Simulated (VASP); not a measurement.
# TiTe2 (P-3m1) in VASP: a series of runs

TiTe2 is run at these levels: PBE+D3(BJ); tasks: single point.

Program: VASP 6.6.1. These are calculated values, not measurements. Logs are shortened: lines on timing, memory, paths and dates and some standing lists are left out, and cuts for length are marked.

## 1. The cell of the first run

It takes space group P-3m1 (No. 164, trigonal). Conventional cell: a = 3.587 Å, b = 3.587 Å, c = 6.174 Å, α = 90.00°, β = 90.00°, γ = 120.00°. Within 3.6 Å of Ti (site symmetry -3m) lie 6 Te at 2.71 Å and 6 Ti at 3.59 Å. Within 3.6 Å of Te (site symmetry 3m) lie 3 Ti at 2.71 Å and 9 Te at 3.40 to 3.59 Å.

## 2. Single point, PBE+D3(BJ) (22.93 Å³/atom)

File INCAR:

```
  ALGO = Normal
  EDIFF = 1E-7
  ENCUT = 520
  GGA = PE
  ISIF = 2
  ISMEAR = 0
  IVDW = 12
  LASPH = True
  LCHARG = False
  LREAL = False
  LWAVE = False
  NBANDS = 19
  NELM = 80
  PREC = Accurate
  SIGMA = 0.3
```

File KPOINTS:

```
k-points
0
Gamma
  15 15 8
```

File POSCAR:

```
TiTe2
1.0
    3.5869734085      0.0000000000      0.0000000000
   -1.7934867042      3.1064100944      0.0000000000
    0.0000000000      0.0000000000      6.1744947358
Ti Te
1 2
Direct
    0.0000000000      0.0000000000      0.0000000000
    0.6666666667      0.3333333333      0.2820255699
    0.3333333333      0.6666666667      0.7179744301
```

Potentials or basis: VASP PAW PBE potentials, release 64 (Ti_sv, Te).

Run with:

```sh
$ cat potpaw_PBE.64/Ti_sv/POTCAR potpaw_PBE.64/Te/POTCAR > POTCAR
$ mpirun -np 1 vasp_std > vasp.out
```

OUTCAR:

```text
EDIFF = 1E-7
   ENCUT = 520
   GGA = PE
   ISIF = 2
   ISMEAR = 0
   IVDW = 12
   LASPH = True
   LREAL = False
   NELM = 80
   PREC = Accurate
 IVDW          = 12

 ion  position               nearest neighbor table
   1  0.000  0.000  0.000-   2 2.71   3 2.71   3 2.71   2 2.71   2 2.71   3 2.71
   2  0.667  0.333  0.282-   1 2.71   1 2.71   1 2.71   3 3.40   3 3.40   3 3.40
   3  0.333  0.667  0.718-   1 2.71   1 2.71   1 2.71   2 3.40   2 3.40   2 3.40

  LATTYP: Found a hexagonal cell.
 ALAT       =     3.5869734085
 C/A-ratio  =     1.7213661861

  Lattice vectors:

 A1 = (   3.5869734085,   0.0000000000,   0.0000000000)
 A2 = (  -1.7934867042,   3.1064100944,   0.0000000000)
 A3 = (   0.0000000000,   0.0000000000,   6.1744947358)

Analysis of symmetry for initial positions (statically):
=====================================================================
 Subroutine PRICEL returns:
 Original cell was already a primitive cell.

 Routine SETGRP: Setting up the symmetry group for a
 hexagonal supercell.

 Subroutine GETGRP returns: Found 12 space group operations
 (whereof 12 operations were pure point group operations)
 out of a pool of 24 trial point group operations.

The static configuration has the point symmetry D_3d.

Analysis of symmetry for dynamics (positions and initial velocities):
=====================================================================
 Subroutine PRICEL returns:
 Original cell was already a primitive cell.

 Routine SETGRP: Setting up the symmetry group for a
 hexagonal supercell.

 Subroutine GETGRP returns: Found 12 space group operations
 (whereof 12 operations were pure point group operations)
 out of a pool of 24 trial point group operations.

The dynamic configuration has the point symmetry D_3d.

 Subroutine INISYM returns: Found 12 space group operations
 (whereof 12 operations are pure point group operations),
 and found     1 'primitive' translations

----------------------------------------------------------------------------------------

                                     Primitive cell

  volume of cell :      68.8000

  direct lattice vectors                    reciprocal lattice vectors
     3.586973409  0.000000000  0.000000000     0.278786566  0.160957499  0.000000000
    -1.793486704  3.106410094  0.000000000     0.000000000  0.321914998  0.000000000
     0.000000000  0.000000000  6.174494736     0.000000000  0.000000000  0.161956572

  length of vectors
     3.586973409  3.586973408  6.174494736     0.321914998  0.321914998  0.161956572

  position of ions in fractional coordinates (direct lattice)
     0.000000000  0.000000000  0.000000000
     0.666666667  0.333333333  0.282025570
     0.333333333  0.666666667  0.717974430

  ion indices of the primitive-cell ions
   primitive index   ion index
                 1           1
                 2           2
                 3           3

----------------------------------------------------------------------------------------

 KPOINTS: k-points

Automatic generation of k-mesh.
 Grid dimensions read from file:
 generate k-points for:   15   15    8

 Generating k-lattice:

  Cartesian coordinates                     Fractional coordinates (reciprocal lattice)
     0.018585771  0.010730500  0.000000000     0.066666667  0.000000000  0.000000000
     0.000000000  0.021461000  0.000000000     0.000000000  0.066666667  0.000000000
     0.000000000  0.000000000  0.020244571     0.000000000  0.000000000  0.125000000

  Length of vectors
     0.021461000  0.021461000  0.020244571

  Shift w.r.t. Gamma in fractional coordinates (k-lattice)
     0.000000000  0.000000000  0.000000000

 Subroutine IBZKPT returns following result:
 ===========================================

 Found    192 irreducible k-points:

 Following reciprocal coordinates:
            Coordinates               Weight
  0.000000  0.000000  0.000000      1.000000
  0.066667  0.000000  0.000000      6.000000
  0.133333  0.000000  0.000000      6.000000
  0.200000  0.000000  0.000000      6.000000
  0.266667  0.000000  0.000000      6.000000
  0.333333 -0.000000  0.000000      6.000000
[... 16 lines left out ...]
  0.333333  0.200000  0.000000     12.000000
  0.400000  0.200000  0.000000      6.000000
 [... further k-points ...]
   k-points           NKPTS =    192   k-points in BZ     NKDIM =    192   number of bands    NBANDS=     19
   number of dos      NEDOS =    301   number of ions     NIONS =      3
   total plane-waves  NPLWV =  37632
   dimension x,y,z NGX =    28 NGY =   28 NGZ =   48
   dimension x,y,z NGXF=    56 NGYF=   56 NGZF=   96
   ions per type =               1   2
   NGX,Y,Z   is equivalent  to a cutoff of  12.98, 12.98, 12.92 a.u.
   NGXF,Y,Z  is equivalent  to a cutoff of  25.95, 25.95, 25.85 a.u.
 SYSTEM =  unknown system
   PREC   = accura    normal or accurate (medium, high low for compatibility)
   ISTART =      0    job   : 0-new  1-cont  2-samecut
   ICHARG =      2    charge: 1-file 2-atom 10-const
   ISPIN  =      1    spin polarized calculation?
   LNONCOLLINEAR =      F non collinear calculations
   LSORBIT =      F    spin-orbit coupling
   LASPH  =      T    aspherical Exc in radial PAW
   ENCUT  =  520.0 eV  38.22 Ry    6.18 a.u.   6.67  6.67 11.48*2*pi/ulx,y,z
   NELM   =     80;   NELMIN=  2; NELMDL= -5     # of ELM steps
   EDIFF  = 0.1E-06   stopping-criterion for ELM
   LREAL  =      F    real-space projection
   EDIFFG = 0.1E-05   stopping-criterion for IOM
   NSW    =      0    number of steps for IOM
   IBRION =     -1    ionic relax: 0-MD 1-quasi-New 2-CG
   NFREE  =      0    steps in history (QN), initial steepest desc. (CG)
   ISIF   =      2    stress and relaxation
   ISYM   =      2    0-nonsym 1-usesym 2-fastsym
   POTIM  = 0.5000    time-step for ionic-motion
   TEBEG  =    0.0;   TEEND  =   0.0 temperature during run
   PSTRESS=    0.0 pullay stress
   NELECT =      24.0000    total number of electrons
   NUPDOWN=      -1.0000    fix difference up-down
   EMIN   =  10.00;   EMAX   =-10.00  energy-range for DOS
   EFERMI =   0.00;   METHOD = LEGACY
   ISMEAR =     0;   SIGMA  =   0.30  broadening in eV -4-tet -1-fermi 0-gaus
   EFERMI_NEDOS =   21; number of points for ismear=-14 and -15
   IALGO  =     38    algorithm
   IMIX   =      4    mixing-type and parameters
     AMIX     =   0.40;   BMIX     =  1.00
     AMIX_MAG =   1.60;   BMIX_MAG =  1.00
  volume/ion in A,a.u.               =      22.93       154.76
  Fermi-wavevector in a.u.,A,eV,Ry     =   1.152433  2.177783 18.069931  1.328102
  Thomas-Fermi vector in A             =   2.289084
   LORBIT       =      0    0 simple, 1 ext, 2 COOP (PROOUT), +10 PAW based schemes
   GGA     = PE    functional components
   LHFCALC =     F    Hartree Fock is set to
   AEXX    =    0.0000 exact exchange contribution
   IVDW    =    12    specifies the selected vdW correction
   LEPSILON=     F    determine dielectric tensor
   LRPA    =     F    only Hartree local field effects (RPA)
 non-spin polarized calculation
 Gauss-broadening in eV      SIGMA  =   0.30
  energy-cutoff  :      520.00
  volume of cell :       68.80
 maximum number of plane-waves:      1882
 NGX is ok and might be reduce to    28
   NGX = 13   NGY = 13   NGZ = 23

 number of electron      23.9999997 magnetization

 Free energy of the ion-electron system (eV)
  ---------------------------------------------------
  ext. energy  EPLUGINS =         0.00000000
  ---------------------------------------------------
  free energy    TOTEN  =       -15.92482723 eV

  energy without entropy =      -15.86094260  energy(sigma->0) =      -15.89288492

 E-fermi :   8.8680     XC(G=0): -10.6431

 val. band max:        8.8656459197   @ k =   0.3333  -0.0000   0.0000
 cond. band min:       8.8692230692   @ k =   0.0667   0.0667   0.2500
 fundamental gap:      0.0035771495
 Fermi energy:         8.8679673516

 k-point     1 :       0.0000    0.0000    0.0000
  band No.  band energies     occupation
      1     -48.2915      2.00000
      2     -24.5660      2.00000
      3     -24.5660      2.00000
      4     -24.5573      2.00000
      5      -4.5720      2.00000
      6      -2.4217      2.00000
[... 11 lines left out ...]
     18      14.2620      0.00000
     19      15.9195      0.00000

 k-point     2 :       0.0667    0.0000    0.0000
  band No.  band energies     occupation
      1     -48.2912      2.00000
      2     -24.5694      2.00000
      3     -24.5668      2.00000
      4     -24.5565      2.00000
      5      -4.5111      2.00000
      6      -2.3878      2.00000
[... 11 lines left out ...]
     18      14.7002      0.00000
     19      16.1889      0.00000

 k-point     3 :       0.1333    0.0000    0.0000
  band No.  band energies     occupation
      1     -48.2904      2.00000
      2     -24.5788      2.00000
      3     -24.5689      2.00000
      4     -24.5542      2.00000
      5      -4.3309      2.00000
      6      -2.2899      2.00000
[... 11 lines left out ...]
     18      15.1890      0.00000
     19      16.5606      0.00000

 k-point     4 :       0.2000    0.0000    0.0000
  band No.  band energies     occupation
      1     -48.2893      2.00000
      2     -24.5927      2.00000
      3     -24.5721      2.00000
      4     -24.5509      2.00000
      5      -4.0385      2.00000
      6      -2.1406      2.00000
[... 407 lines left out ...]
     18      13.6022      0.00000
     19      16.5741      0.00000

 k-point    23 :       0.3333    0.2000    0.0000
  band No.  band energies     occupation
      1     -48.2848      2.00000
      2     -24.6318      2.00000
      3     -24.5985      2.00000
      4     -24.5378      2.00000
      5      -2.2421      2.00000
      6      -1.6534      2.00000
[... 11 lines left out ...]
     18      13.2477      0.00000
     19      16.5590      0.00000

 k-point    24 :       0.4000    0.2000    0.0000
  band No.  band energies     occupation
      1     -48.2845      2.00000
      2     -24.6333      2.00000
      3     -24.6002      2.00000
      4     -24.5372      2.00000
      5      -2.0199      2.00000
      6      -1.7187      2.00000
[... 11 lines left out ...]
     18      13.1441      0.00000
     19      16.5643      0.00000

 [... further k-points ...]

------------------------ aborting loop because EDIFF is reached ----------------------------------------

 Edisp (eV)   -1.72252

 E8    (eV) :    -0.7967

  FORCE on cell =-STRESS in cart. coord.  units (eV):
  Direction    XX          YY          ZZ          XY          YZ          ZX
  --------------------------------------------------------------------------------------
  -------------------------------------------------------------------------------------
  Total       2.23696     2.23696     2.18234     0.00000     0.00000     0.00000
  in kB      52.09317    52.09317    50.82110     0.00000     0.00000     0.00000
  external pressure =       51.67 kB  Pullay stress =        0.00 kB

 VOLUME and BASIS-vectors are now :
 -----------------------------------------------------------------------------
  energy-cutoff  :      520.00
  volume of cell :       68.80
      direct lattice vectors                 reciprocal lattice vectors
     3.586973409  0.000000000  0.000000000     0.278786566  0.160957499  0.000000000
    -1.793486704  3.106410094  0.000000000     0.000000000  0.321914998  0.000000000
     0.000000000  0.000000000  6.174494736     0.000000000  0.000000000  0.161956572

 POSITION                                       TOTAL-FORCE (eV/Angst)
 -----------------------------------------------------------------------------------
      0.00000      0.00000      0.00000        -0.000000      0.000000      0.000000
      1.79349      1.03547      1.74137         0.000000     -0.000000      0.004701
     -0.00000      2.07094      4.43313        -0.000000      0.000000     -0.004701
 -----------------------------------------------------------------------------------
    total drift:                               -0.000000      0.000000      0.000000

  FREE ENERGIE OF THE ION-ELECTRON SYSTEM (eV)
  ---------------------------------------------------
  free  energy   TOTEN  =       -17.6473493705 eV

  energy  without entropy=      -17.5834647433  energy(sigma->0) =      -17.61540706
```

It took 2.7 min on 1 thread of AMD EPYC 9R45 (Zen 5), shared host; peak memory 0.35 GiB.

What came out:

* Free energy: -17.6473 eV
* Pressure: 5.2 GPa
* Largest force: 0.005 eV/Å
* Band gap on the k mesh: zero (bands 12 and 13 overlap by 0.89 eV)
* Dispersion energy per atom: -0.574 eV

Forces in eV/Å, atoms in the order of the input:
```
Ti   0.000  0.000  0.000
Te   0.000  0.000  0.005
Te   0.000  0.000 -0.005
```

Caveat: the cell stands under pressure; so wide a smearing shifts energies and pressures; spin-orbit coupling is left out, which moves the levels of the heavy elements.

## 3. Single point, PBE+D3(BJ) (23.69 Å³/atom)

This run uses another cell than the first one, of 23.69 Å³/atom.

File INCAR:

```
PREC     = Accurate       # precision mode
ENCUT    = 520            # plane-wave cutoff, eV
EDIFF    = 1E-7           # SCF threshold, eV
ISMEAR   = 0              # smearing method
SIGMA    = 0.3            # smearing width, eV
LREAL    = False          # projectors in reciprocal space
LASPH    = True           # aspherical terms in the spheres
NELM     = 80             # most SCF steps
ALGO     = Normal         # electronic algorithm
ISIF     = 2              # what is computed and relaxed
LWAVE    = False          # write WAVECAR
LCHARG   = True           # write CHGCAR
GGA      = PE             # functional
IVDW     = 12             # dispersion correction
LELF     = True           # ELF
LVHAR    = True         
NBANDS   = 19             # bands
```

File KPOINTS:

```
Automatic mesh
0
Gamma
  15 15 8
```

File POSCAR:

```
TiTe2
1.0
    3.6282107716      0.0000000000      0.0000000000
   -1.8141053858      3.1421226985      0.0000000000
    0.0000000000      0.0000000000      6.2338907006
Ti Te
1 2
Direct
    0.0000000000      0.0000000000      0.0000000000
    0.6666666667      0.3333333333      0.2787029775
    0.3333333333      0.6666666667      0.7212970225
```

Potentials or basis: VASP PAW PBE potentials, release 64 (Ti_sv, Te).

Run with:

```sh
$ cat potpaw_PBE.64/Ti_sv/POTCAR potpaw_PBE.64/Te/POTCAR > POTCAR
$ mpirun -np 1 vasp_std > vasp.out
```

It took 2.6 min on 1 thread of AMD EPYC 9R45 (Zen 5), shared host; peak memory 0.35 GiB.

It converged, with:

| Quantity | Value |
| --- | --- |
| Free energy | -17.7053 eV |
| Pressure | 3.1 GPa |
| Largest force | 0.005 eV/Å |
| Band gap on the k mesh | zero (bands 12 and 13 overlap by 0.88 eV) |
| Dispersion energy per atom | -0.556 eV |

Forces in eV/Å, atoms in the order of the input:
```
Ti   0.000  0.000  0.000
Te   0.000  0.000  0.005
Te   0.000  0.000 -0.005
```

Levels at points of the mesh, in eV from the Fermi level:
```csv
k point,band 8,band 9,band 10,band 11,band 12,band 13,band 14,band 15,band 16,band 17
"(0.00, 0.00, 0.00)",-1.57,-1.57,0.18,0.51,0.51,0.97,1.48,1.48,3.14,3.14
"(0.00, 0.00, 0.50)",-3.30,-1.44,-1.44,0.49,0.49,0.90,0.90,1.23,3.89,3.89
```

Caveat: the cell stands under pressure; so wide a smearing shifts energies and pressures; spin-orbit coupling is left out, which moves the levels of the heavy elements.

## 4. Single point, PBE+D3(BJ) (24.45 Å³/atom)

This run uses another cell than the first one, of 24.45 Å³/atom.

File INCAR:

```
ALGO = Normal
EDIFF = 1E-6
ENCUT = 520
GGA = PE
ISIF = 2
ISMEAR = 0
IVDW = 12
LASPH = T
LCHARG = F
LREAL = F
LWAVE = F
NBANDS = 19
NELM = 60
PREC = Accurate
SIGMA = 0.3
```

File KPOINTS:

```
k-points
0
Gamma
  15 15 8
```

File POSCAR:

```
TiTe2
1.0
    3.6655147799      0.0000000000      0.0000000000
   -1.8327573900      3.1744289174      0.0000000000
    0.0000000000      0.0000000000      6.3025765735
Ti Te
1 2
Direct
    0.0000000000      0.0000000000      0.0000000000
    0.6666666667      0.3333333333      0.2751371947
    0.3333333333      0.6666666667      0.7248628053
```

Run with:

```sh
$ cat potpaw_PBE.64/Ti_sv/POTCAR potpaw_PBE.64/Te/POTCAR > POTCAR
$ mpirun -np 1 vasp_std > vasp.out
```

Run time: 2.4 min. Hardware: 1 thread of AMD EPYC 9R45 (Zen 5), shared host; peak memory 0.36 GiB.

It converged, with:

| Item | Value |
| --- | --- |
| Free energy | -17.7360 eV |
| Pressure | 1.3 GPa |
| Largest force | 0.005 eV/Å |
| Band gap on the k mesh | zero (bands 12 and 13 overlap by 0.87 eV) |
| Dispersion energy per atom | -0.538 eV |

Forces in eV/Å, atoms in the order of the input:
```
Ti   0.000  0.000  0.000
Te   0.000  0.000  0.005
Te   0.000  0.000 -0.005
```

Levels at points of the mesh, in eV from the Fermi level:
```csv
k point,band 8,band 9,band 10,band 11,band 12,band 13,band 14,band 15,band 16,band 17
"(0.00, 0.00, 0.00)",-1.59,-1.59,0.23,0.49,0.49,0.85,1.37,1.37,3.12,3.12
"(0.00, 0.00, 0.50)",-3.17,-1.47,-1.47,0.47,0.47,0.87,0.87,1.17,3.77,3.77
```

Caveat: so wide a smearing shifts energies and pressures; spin-orbit coupling is left out, which moves the levels of the heavy elements.

## 5. Single point, PBE+D3(BJ)

This run uses another cell than the first one, of 25.20 Å³/atom.

File INCAR:

```
ALGO = Normal
EDIFF = 1E-7
ENCUT = 520
GGA = PE
ISIF = 2
ISMEAR = 0
IVDW = 12
LASPH = True
LCHARG = True
LELF = True
LREAL = False
LVHAR = True
LWAVE = False
NBANDS = 19
NELM = 100
PREC = Accurate
SIGMA = 0.3
```

KPOINTS is that of step 4.

File POSCAR:

```
TiTe2
1.0
    3.6974995649      0.0000000000      0.0000000000
   -1.8487497825      3.2021285537      0.0000000000
    0.0000000000      0.0000000000      6.3855760777
Ti Te
1 2
Direct
    0.0000000000      0.0000000000      0.0000000000
    0.6666666667      0.3333333333      0.2711293754
    0.3333333333      0.6666666667      0.7288706246
```

Run with:

```sh
$ cat potpaw_PBE.64/Ti_sv/POTCAR potpaw_PBE.64/Te/POTCAR > POTCAR
$ mpirun -np 1 vasp_std > vasp.out
```

Run time: 2.7 min. Hardware: 1 thread of AMD EPYC 9R45 (Zen 5), shared host; peak memory 0.37 GiB.

Results (log left out):

```yaml
Free_energy: -17.7448 eV
Pressure: 0.0 GPa
Largest_force: 0.010 eV/Å
Band_gap_on_the_k_mesh: zero (bands 12 and 13 overlap by 0.81 eV)
Dispersion_energy_per_atom: -0.522 eV
```

Forces on the atoms (eV/Å):
```
Ti   0.000  0.000  0.000
Te   0.000  0.000  0.010
Te   0.000  0.000 -0.010
```

Levels at points of the mesh, in eV from the Fermi level:
| k point | band 9 | band 10 | band 11 | band 12 | band 13 | band 14 | band 15 | band 16 |
| --- | --- | --- | --- | --- | --- | --- | --- | --- |
| (0.00, 0.00, 0.00) | -1.59 | 0.26 | 0.46 | 0.46 | 0.71 | 1.29 | 1.29 | 3.11 |
| (0.00, 0.00, 0.50) | -1.50 | -1.50 | 0.45 | 0.45 | 0.86 | 0.86 | 1.11 | 3.67 |

Caveat: so wide a smearing shifts energies and pressures; spin-orbit coupling is left out, which moves the levels of the heavy elements.

[end of part 1 of 2]
